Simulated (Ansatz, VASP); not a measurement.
## Nb3H in VASP and in Ansatz

INCAR

```
SYSTEM = Nb3H
PREC     = Accurate       ! precision mode
ENCUT    = 520            ! plane-wave cutoff, eV
EDIFF    = 1E-6           ! SCF threshold, eV
ISMEAR   = 0              ! smearing method
SIGMA    = 0.1            ! smearing width, eV
LREAL    = .FALSE.        ! projectors in reciprocal space
LASPH    = .TRUE.         ! aspherical terms in the spheres
NELM     = 150            ! most SCF steps
ALGO     = Normal         ! electronic algorithm
ISIF     = 2              ! what is computed and relaxed
LWAVE    = .FALSE.        ! write WAVECAR
LCHARG   = .FALSE.        ! write CHGCAR
ISPIN    = 2              ! spin polarisation
MAGMOM   = 0 0 0 1        ! initial moments
LORBIT   = 11             ! projections on sites
LMAXMIX  = 4              ! l up to which the mixer works
LDIPOL   = .TRUE.       
IDIPOL   = 3            
DIPOL    = 0.5 0.5 0.337
NBANDS   = 32             ! bands
```

KPOINTS

```
regular mesh
0
G
  9 9 1
  0 0 0
```

POSCAR

```
Nb3H
1.0
    2.9270177637      0.0000000000      0.0000000000
    0.0000000000      2.9270177637      0.0000000000
    0.0000000000      0.0000000000     21.1957939222
Nb H
3 1
Direct
    0.5000000000      0.5000000000      0.1887166867
    0.0000000000      0.0000000000      0.2876907936
    0.5000000000      0.5000000000      0.3866707684
    0.5000000000      0.6666666667      0.4862188206
```

Input for Ansatz:

```yaml
crystal:
  lattice:
    - [2.9270177637, 0.0, 0.0]
    - [0.0, 2.9270177637, 0.0]
    - [0.0, 0.0, 21.1957939222]
  atoms:
    - { symbol: Nb, position: [0.5, 0.5, 0.1887166867] }
    - { symbol: Nb, position: [0.0, 0.0, 0.2876907936] }
    - { symbol: Nb, position: [0.5, 0.5, 0.3866707684] }
    - { symbol: H, position: [0.5, 0.6666666667, 0.4862188206], spin: 1.0 }
basis:
  ecutwfc: 420
kpoints:
  mp_grid: { grid: [9, 9, 1] }
hamiltonian:
  xc: lda
scf:
  occupations: { method: gaussian, width: 0.1 }
output:
  forces: true
  eigenvalues: true
  populations: true
magnetization:
  spin_polarized: true
efield:
  axis: 3
  dipole_correction: true
  ramp_width: 0.04
```

Alike in both runs: task single point; functional LDA; k mesh 9 × 9 × 1; occupations gaussian, width 0.1 eV; collinear spin.

|  | VASP | Ansatz |
| --- | --- | --- |
| version | VASP 6.6.1 | Ansatz 0.2.0 |
| potentials or method | VASP PAW LDA potentials, release 64 (Nb_sv, H), cutoff 520 eV | scalar-relativistic, plane waves, PAW |
| valence electrons in the cell | 40 | 40 |

```tsv
	VASP	Ansatz	Ansatz less VASP
gap on the k mesh at the Fermi level (eV)	none	none	-
rms of the force components (eV/Å)	0.845	0.845	+0.0004
net moment per atom (μB)	0.00	0.00	0.000
```

LDA's correlation is that of Perdew and Zunger in VASP and of Perdew and Wang (1992) in Ansatz. Atom by atom the forces differ by 0.001 eV/Å (rms over components). A gap of «none» marks a metal or a gap that the smearing closes. Ansatz's warnings: seeded moment not kept.
